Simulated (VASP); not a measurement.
The system is Cu.

```
Cu
1.0
     0.00000    1.80750    1.80750
     1.80750    0.00000    1.80750
     1.80750    1.80750    0.00000
Cu
1
Direct
  0.00000 0.00000 0.00000
```

- Program: VASP 6.6.1
- Task: relaxation of cell and atoms
- Functional: PBEsol
- Dispersion: D3(BJ)
- Potentials or basis: VASP PAW PBE potentials, release 64 (Cu)
- Cutoff: 600 eV
- k mesh: 13 × 13 × 13
- Occupations: fermi-dirac, width 0.05 eV
- Spin: no spin polarisation

At the start: pressure -13.0 GPa; volume 11.81 Å³/atom.

**Question.** Where does the relaxation end?

**Answer.** Over 3 steps the energy falls by 42.6 meV/atom and the volume is 10.85 Å³/atom (-8.1 %); space group Fm-3m (No. 225, to 0.05 Å).

Step by step:
```csv
step,energy change (eV),largest force (eV/Å),pressure (GPa),volume (Å³)
1,0.0000,0.0000,-13.01,11.81
2,-0.0206,0.0000,12.43,10.25
3,-0.0426,0.0000,-0.07,10.85
```

Final structure:
```xyz
1
Lattice="0.0000 1.7572 1.7572 1.7572 0.0000 1.7572 1.7572 1.7572 0.0000" Properties=species:S:1:pos:R:3 pbc="T T T"
Cu    0.0000    0.0000    0.0000
```

Caveat: the PAW data sets were made with another functional, which shifts forces and pressure a little; pairwise dispersion overbinds metals, which lowers pressure and volume.
